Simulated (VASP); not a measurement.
# N (P6_3/mmc) in VASP: settings compared

The runs below take N through single point, with PBE-based screened hybrid with 20 % exact exchange, LDA, PBEsol, r2SCAN, HSE06.

Everything below comes from runs of VASP 6.6.1. Logs are shortened: lines on timing, memory, paths and dates and some standing lists are left out, and cuts for length are marked.

## (1) The cell of the first run

The structure is hexagonal, space group P6_3/mmc (No. 194). Conventional cell: a = 4.167 Å, b = 4.167 Å, c = 7.006 Å, α = 90.00°, β = 90.00°, γ = 120.00°. N (site symmetry 3m) has 1 N at 1.11 Å within 1.5 Å.

## (2) Single point, PBE-based screened hybrid with 20 % exact exchange

Contents of POSCAR:

```
N
1.0
    4.1672328106      0.0000000000      0.0000000000
   -2.0836164053      3.6089294775      0.0000000000
    0.0000000000      0.0000000000      7.0060035100
N
4
Direct
    0.6666666667      0.3333333333      0.6710699600
    0.6666666667      0.3333333333      0.8289300400
    0.3333333333      0.6666666667      0.1710699600
    0.3333333333      0.6666666667      0.3289300400
```

Contents of INCAR.step1:

```
  PREC = Accurate
  ENCUT = 1000
  EDIFF = 1E-5
  ISMEAR = -1
  SIGMA = 0.05
  LREAL = F
  LASPH = T
  NELM = 120
  ALGO = Normal
  ISIF = 2
  LWAVE = T
  LCHARG = F
  NBANDS = 18
  GGA = PE
  GGA_COMPAT = F
```

Contents of INCAR.step2:

```
  PREC = Accurate
  ENCUT = 1000
  EDIFF = 1E-6
  ISMEAR = -1
  SIGMA = 0.05
  LREAL = F
  LASPH = T
  NELM = 120
  ALGO = Normal
  ISIF = 2
  LWAVE = F
  LCHARG = F
  GGA = PE
  LHFCALC = T
  AEXX = 0.2
  HFSCREEN = 0.2
  PRECFOCK = Normal
  NBANDS = 18
  ISTART = 1
  GGA_COMPAT = F
```

Contents of KPOINTS:

```
Automatic mesh
0
Gamma
  4 4 2
```

Potentials or basis: VASP PAW PBE potentials, release 64 (N_h).

Launch:

```
$ cat potpaw_PBE.64/N_h/POTCAR > POTCAR
$ cp INCAR.step1 INCAR
$ mpirun -np 1 vasp_std > vasp.out
$ cp INCAR.step2 INCAR
$ mpirun -np 1 vasp_std > vasp.out
```

OUTCAR:

```text
PREC = Accurate
   ENCUT = 1000
   EDIFF = 1E-6
   ISMEAR = -1
   LREAL = F
   LASPH = T
   NELM = 120
   ISIF = 2
   GGA = PE
   LHFCALC = T
   AEXX = 0.2
   HFSCREEN = 0.2
   PRECFOCK = Normal
   ISTART = 1

 ion  position               nearest neighbor table
   1  0.667  0.333  0.671-   2 1.11
   2  0.667  0.333  0.829-   1 1.11
   3  0.333  0.667  0.171-   4 1.11
   4  0.333  0.667  0.329-   3 1.11

  LATTYP: Found a hexagonal cell.
 ALAT       =     4.1672328106
 C/A-ratio  =     1.6812124084

  Lattice vectors:

 A1 = (   4.1672328106,   0.0000000000,   0.0000000000)
 A2 = (  -2.0836164053,   3.6089294775,   0.0000000000)
 A3 = (   0.0000000000,   0.0000000000,   7.0060035100)

Analysis of symmetry for initial positions (statically):
=====================================================================
 Subroutine PRICEL returns:
 Original cell was already a primitive cell.

 Routine SETGRP: Setting up the symmetry group for a
 hexagonal supercell.

 Subroutine GETGRP returns: Found 24 space group operations
 (whereof 12 operations were pure point group operations)
 out of a pool of 24 trial point group operations.

The static configuration has the point symmetry D_3d.
 The point group associated with its full space group is D_6h.

Analysis of symmetry for dynamics (positions and initial velocities):
=====================================================================
 Subroutine PRICEL returns:
 Original cell was already a primitive cell.

 Routine SETGRP: Setting up the symmetry group for a
 hexagonal supercell.

 Subroutine GETGRP returns: Found 24 space group operations
 (whereof 12 operations were pure point group operations)
 out of a pool of 24 trial point group operations.

The dynamic configuration has the point symmetry D_3d.
 The point group associated with its full space group is D_6h.

 Subroutine INISYM returns: Found 24 space group operations
 (whereof 12 operations are pure point group operations),
 and found     1 'primitive' translations

----------------------------------------------------------------------------------------

                                     Primitive cell

  volume of cell :     105.3650

  direct lattice vectors                    reciprocal lattice vectors
     4.167232811  0.000000000  0.000000000     0.239967395  0.138545240  0.000000000
    -2.083616405  3.608929477  0.000000000     0.000000000  0.277090480  0.000000000
     0.000000000  0.000000000  7.006003510     0.000000000  0.000000000  0.142734727

  length of vectors
     4.167232811  4.167232811  7.006003510     0.277090480  0.277090480  0.142734727

  position of ions in fractional coordinates (direct lattice)
     0.666666667  0.333333333  0.671069960
     0.666666667  0.333333333  0.828930040
     0.333333333  0.666666667  0.171069960
     0.333333333  0.666666667  0.328930040

  ion indices of the primitive-cell ions
   primitive index   ion index
                 1           1
                 2           2
                 3           3
                 4           4

----------------------------------------------------------------------------------------

 KPOINTS: Automatic mesh

Automatic generation of k-mesh.
 Grid dimensions read from file:
 generate k-points for:    4    4    2

 Generating k-lattice:

  Cartesian coordinates                     Fractional coordinates (reciprocal lattice)
     0.059991849  0.034636310  0.000000000     0.250000000  0.000000000  0.000000000
     0.000000000  0.069272620  0.000000000     0.000000000  0.250000000  0.000000000
     0.000000000  0.000000000  0.071367364     0.000000000  0.000000000  0.500000000

  Length of vectors
     0.069272620  0.069272620  0.071367364

  Shift w.r.t. Gamma in fractional coordinates (k-lattice)
     0.000000000  0.000000000  0.000000000

 Subroutine IBZKPT returns following result:
 ===========================================

 Found      8 irreducible k-points:

 Following reciprocal coordinates:
            Coordinates               Weight
  0.000000  0.000000  0.000000      1.000000
  0.250000  0.000000  0.000000      6.000000
  0.500000  0.000000  0.000000      3.000000
  0.250000  0.250000  0.000000      6.000000
  0.000000  0.000000  0.500000      1.000000
  0.250000  0.000000  0.500000      6.000000
  0.500000  0.000000  0.500000      3.000000
  0.250000  0.250000  0.500000      6.000000
   k-points           NKPTS =      8   k-points in BZ     NKDIM =     32   number of bands    NBANDS=     18
   number of dos      NEDOS =    301   number of ions     NIONS =      4
   total plane-waves  NPLWV = 165888
   dimension x,y,z NGX =    48 NGY =   48 NGZ =   72
   dimension x,y,z NGXF=    96 NGYF=   96 NGZF=  144
   ions per type =               4
   NGX,Y,Z   is equivalent  to a cutoff of  19.15, 19.15, 17.08 a.u.
   NGXF,Y,Z  is equivalent  to a cutoff of  38.30, 38.30, 34.17 a.u.
 SYSTEM =  unknown system
   PREC   = accura    normal or accurate (medium, high low for compatibility)
   ISTART =      1    job   : 0-new  1-cont  2-samecut
   ICHARG =      0    charge: 1-file 2-atom 10-const
   ISPIN  =      1    spin polarized calculation?
   LNONCOLLINEAR =      F non collinear calculations
   LSORBIT =      F    spin-orbit coupling
   LASPH  =      T    aspherical Exc in radial PAW
   ENCUT  = 1000.0 eV  73.50 Ry    8.57 a.u.  10.74 10.74 18.06*2*pi/ulx,y,z
   NELM   =    120;   NELMIN=  2; NELMDL=  0     # of ELM steps
   EDIFF  = 0.1E-05   stopping-criterion for ELM
   LREAL  =      F    real-space projection
   EDIFFG = 0.1E-04   stopping-criterion for IOM
   NSW    =      0    number of steps for IOM
   IBRION =     -1    ionic relax: 0-MD 1-quasi-New 2-CG
   NFREE  =      0    steps in history (QN), initial steepest desc. (CG)
   ISIF   =      2    stress and relaxation
   ISYM   =      3    0-nonsym 1-usesym 2-fastsym
   POTIM  = 0.5000    time-step for ionic-motion
   TEBEG  =    0.0;   TEEND  =   0.0 temperature during run
   PSTRESS=    0.0 pullay stress
   NELECT =      20.0000    total number of electrons
   NUPDOWN=      -1.0000    fix difference up-down
   EMIN   =  10.00;   EMAX   =-10.00  energy-range for DOS
   EFERMI =   0.00;   METHOD = LEGACY
   ISMEAR =    -1;   SIGMA  =   0.05  broadening in eV -4-tet -1-fermi 0-gaus
   EFERMI_NEDOS =   21; number of points for ismear=-14 and -15
   IALGO  =     38    algorithm
   IMIX   =      1    mixing-type and parameters
     AMIX     =   0.40;   BMIX     =  1.00
     AMIX_MAG =   1.60;   BMIX_MAG =  1.00
  volume/ion in A,a.u.               =      26.34       177.76
  Fermi-wavevector in a.u.,A,eV,Ry     =   0.940848  1.777944 12.043801  0.885194
  Thomas-Fermi vector in A             =   2.068300
   LORBIT       =      0    0 simple, 1 ext, 2 COOP (PROOUT), +10 PAW based schemes
   GGA     = PE    functional components
   LHFCALC =     T    Hartree Fock is set to
   PRECFOCK=normal    Normal, Fast or Accurate (Low or Medium for compatibility)
   ENCUT4O =  -1.0   cutoff for four orbital integrals eV
   NKREDX  =     1    reduce k-point grid by
   NKREDY  =     1    reduce k-point grid by
   NKREDZ  =     1    reduce k-point grid by
   AEXX    =    0.2000 exact exchange contribution
   HFSCREEN=    0.2000 screening length (either q_TF or 0.3 A-1)
   HFSCREENC=   0.2000 screening length for correlation (either q_TF or 0.3 A-1)
   ENCUTFOCK=  -1.0 apply spherical cutoff to Coloumb kernel
   IVDW    =     0    specifies the selected vdW correction
   LEPSILON=     F    determine dielectric tensor
   LRPA    =     F    only Hartree local field effects (RPA)
 non-spin polarized calculation
  energy-cutoff  :     1000.00
  volume of cell :      105.37
 maximum number of plane-waves:      7588
 NGX is ok and might be reduce to    48
  NGX = 36; NGY = 36; NGZ = 56

 number of electron      20.0000001 magnetization

 Free energy of the ion-electron system (eV)
  ---------------------------------------------------
  ext. energy  EPLUGINS =         0.00000000
  ---------------------------------------------------
  free energy    TOTEN  =       -39.83620532 eV

  energy without entropy =      -39.83620532  energy(sigma->0) =      -39.83620532

 E-fermi :  -6.6241     XC(G=0):  -5.1396

 val. band max:       -7.7562793593   @ k =   0.0000   0.0000   0.0000
 cond. band min:       1.2726892738   @ k =   0.2500   0.2500   0.0000
 fundamental gap:      9.0289686331
 Fermi energy:        -6.6241369417

 k-point     1 :       0.0000    0.0000    0.0000
  band No.  band energies     occupation
      1     -27.1524      2.00000
      2     -27.1248      2.00000
      3     -12.1446      2.00000
      4     -11.3932      2.00000
      5      -9.1402      2.00000
      6      -9.1402      2.00000
[... 10 lines left out ...]
     17       6.3368      0.00000
     18      10.3302      0.00000

 k-point     2 :       0.2500    0.0000    0.0000
  band No.  band energies     occupation
      1     -27.1415      2.00000
      2     -27.1211      2.00000
      3     -12.0227      2.00000
      4     -11.4629      2.00000
      5      -9.3303      2.00000
      6      -9.2503      2.00000
[... 10 lines left out ...]
     17       7.4239      0.00000
     18       7.9839      0.00000

 k-point     3 :       0.5000    0.0000    0.0000
  band No.  band energies     occupation
      1     -27.1285      2.00000
      2     -27.1196      2.00000
      3     -11.8376      2.00000
      4     -11.5950      2.00000
      5      -9.4781      2.00000
      6      -9.3707      2.00000
[... 10 lines left out ...]
     17       6.7585      0.00000
     18       7.8039      0.00000

 k-point     4 :       0.2500    0.2500    0.0000
  band No.  band energies     occupation
      1     -27.1286      2.00000
      2     -27.1195      2.00000
      3     -11.8407      2.00000
      4     -11.5918      2.00000
      5      -9.4201      2.00000
      6      -9.3477      2.00000
[... 10 lines left out ...]
     17       6.8980      0.00000
     18       8.1942      0.00000

 k-point     5 :       0.0000    0.0000    0.5000
  band No.  band energies     occupation
      1     -27.1386      2.00000
      2     -27.1386      2.00000
      3     -11.8230      2.00000
      4     -11.8230      2.00000
      5      -9.0883      2.00000
      6      -9.0883      2.00000
[... 10 lines left out ...]
     17       8.4552      0.00000
     18       8.4552      0.00000

 k-point     6 :       0.2500    0.0000    0.5000
  band No.  band energies     occupation
      1     -27.1313      2.00000
      2     -27.1313      2.00000
      3     -11.7793      2.00000
      4     -11.7793      2.00000
      5      -9.2310      2.00000
      6      -9.2310      2.00000
[... 10 lines left out ...]
     17       8.3627      0.00000
     18       8.3627      0.00000

 k-point     7 :       0.5000    0.0000    0.5000
  band No.  band energies     occupation
      1     -27.1240      2.00000
      2     -27.1240      2.00000
      3     -11.7343      2.00000
      4     -11.7343      2.00000
      5      -9.3586      2.00000
      6      -9.3586      2.00000
[... 10 lines left out ...]
     17       6.5716      0.00000
     18       6.5716      0.00000

 k-point     8 :       0.2500    0.2500    0.5000
  band No.  band energies     occupation
      1     -27.1240      2.00000
      2     -27.1240      2.00000
      3     -11.7342      2.00000
      4     -11.7342      2.00000
      5      -9.3109      2.00000
      6      -9.3109      2.00000
[... 10 lines left out ...]
     17       7.1244      0.00000
     18       7.1244      0.00000

------------------------ aborting loop because EDIFF is reached ----------------------------------------

  FORCE on cell =-STRESS in cart. coord.  units (eV):
  Direction    XX          YY          ZZ          XY          YZ          ZX
  --------------------------------------------------------------------------------------
  -------------------------------------------------------------------------------------
  Total        0.1271284      0.1271284     -4.3602425      0.0000000     -0.0000000      0.0000000
  in kB        1.9331107      1.9331107    -66.3017083      0.0000000     -0.0000000      0.0000000
  external PRESSURE =     -20.8118290 kB  Pullay stress =       0.0000000 kB

 VOLUME and BASIS-vectors are now :
 -----------------------------------------------------------------------------
  energy-cutoff  :     1000.00
  volume of cell :      105.37
      direct lattice vectors                 reciprocal lattice vectors
     4.167232811  0.000000000  0.000000000     0.239967395  0.138545240  0.000000000
    -2.083616405  3.608929477  0.000000000     0.000000000  0.277090480  0.000000000
     0.000000000  0.000000000  7.006003510     0.000000000  0.000000000  0.142734727

 POSITION                                       TOTAL-FORCE (eV/Angst)
 -----------------------------------------------------------------------------------
      2.08362      1.20298      4.70152         0.000000      0.000000      2.066648
      2.08362      1.20298      5.80749         0.000000      0.000000     -2.066648
     -0.00000      2.40595      1.19852        -0.000000     -0.000000      2.066648
     -0.00000      2.40595      2.30449        -0.000000     -0.000000     -2.066648
 -----------------------------------------------------------------------------------
    total drift:                                0.000000     -0.000000     -0.000000

  FREE ENERGIE OF THE ION-ELECTRON SYSTEM (eV)
  ---------------------------------------------------
  free  energy   TOTEN  =       -39.8362053245 eV

  energy  without entropy=      -39.8362053245  energy(sigma->0) =      -39.83620532
```

Run time: 10 min. Hardware: 1 thread of Intel Xeon Platinum 8488C (Sapphire Rapids), shared host; peak memory 0.54 GiB.

What came out:

* Free energy: -39.8362 eV
* Pressure: -2.1 GPa
* Largest force: 2.067 eV/Å
* Band gap on the k mesh: 9.03 eV (least direct gap 9.25 eV)

Forces in eV/Å, atoms in the order of the input:
```
N    0.000  0.000  2.067
N    0.000  0.000 -2.067
N    0.000  0.000  2.067
N    0.000  0.000 -2.067
```

Stress tensor (GPa, compression positive):
```
 0.19  0.00  0.00
 0.00  0.19  0.00
 0.00  0.00 -6.63
```

Levels at points of the mesh, in eV from the valence-band top:
| k point | band 6 | band 7 | band 8 | band 9 | band 10 | band 11 | band 12 | band 13 | band 14 | band 15 |
| --- | --- | --- | --- | --- | --- | --- | --- | --- | --- | --- |
| (0.00, 0.00, 0.00) | -1.38 | -1.28 | -1.28 | -1.10 | 0.00 | 9.80 | 9.80 | 10.35 | 10.35 | 11.47 |
| (0.50, 0.00, 0.00) | -1.61 | -1.48 | -1.31 | -0.55 | -0.21 | 9.04 | 9.47 | 9.87 | 10.46 | 12.93 |
| (0.00, 0.00, 0.50) | -1.33 | -1.33 | -1.33 | -0.50 | -0.50 | 10.06 | 10.06 | 10.06 | 10.06 | 11.64 |
| (0.50, 0.00, 0.50) | -1.60 | -1.40 | -1.40 | -0.43 | -0.43 | 9.44 | 9.44 | 9.94 | 9.94 | 13.78 |

Caveat: the k points lie up to 0.45 Å⁻¹ apart; this functional lacks dispersion, which holds the molecules together, so the pressure and a relaxed volume are unreliable; the PAW data sets were made with another functional, which shifts forces and pressure a little. A k mesh can miss the band edges.

## (3) Single point, LDA

Contents of INCAR:

```
PREC = Accurate
ENCUT = 520
EDIFF = 1E-7
ISMEAR = -1
SIGMA = 0.05
LREAL = F
LASPH = T
NELM = 80
ALGO = Normal
ISIF = 2
LWAVE = F
LCHARG = F
NBANDS = 18
```

Contents of KPOINTS:

```
regular mesh
0
Gamma
  4 4 2
```

POSCAR is that of step 2.

Potentials or basis: VASP PAW LDA potentials, release 64 (N).

Launch:

```
$ cat potpaw_LDA.64/N/POTCAR > POTCAR
$ mpirun -np 1 vasp_std > vasp.out
```

Run time: 9.9 s. Hardware: 1 thread of Intel Xeon Platinum 8259CL at 2.50GHz (Skylake/Cascade Lake), shared host; peak memory 0.17 GiB.

The run converged. Its results:

```
Free energy            : -35.1218 eV
Pressure               : -0.9 GPa
Largest force          : 0.361 eV/Å
Band gap on the k mesh : 6.94 eV (least direct gap 7.17 eV)
```

Forces on the atoms (eV/Å):
```
N    0.000  0.000  0.361
N    0.000  0.000 -0.361
N    0.000  0.000  0.361
N    0.000  0.000 -0.361
```

Stress tensor (GPa, compression positive):
```
-0.45  0.00  0.00
 0.00 -0.45  0.00
 0.00  0.00 -1.90
```

Levels at points of the mesh, in eV from the valence-band top:
```
           k point  band 7  band 8  band 9  band 10  band 11  band 12  band 13  band 14
(0.00, 0.00, 0.00)   -1.78   -1.78   -1.16     0.00     7.60     7.60     8.08     8.08
(0.50, 0.00, 0.00)   -1.97   -1.81   -0.58    -0.22     6.95     7.31     7.67     8.18
(0.00, 0.00, 0.50)   -1.83   -1.83   -0.51    -0.51     7.83     7.83     7.83     7.83
(0.50, 0.00, 0.50)   -1.89   -1.89   -0.44    -0.44     7.32     7.32     7.72     7.72
```

Caveat: the k points lie up to 0.45 Å⁻¹ apart; the standard files for N, O and F lose accuracy on very short bonds.

(Part 1 of 2 ends here.)
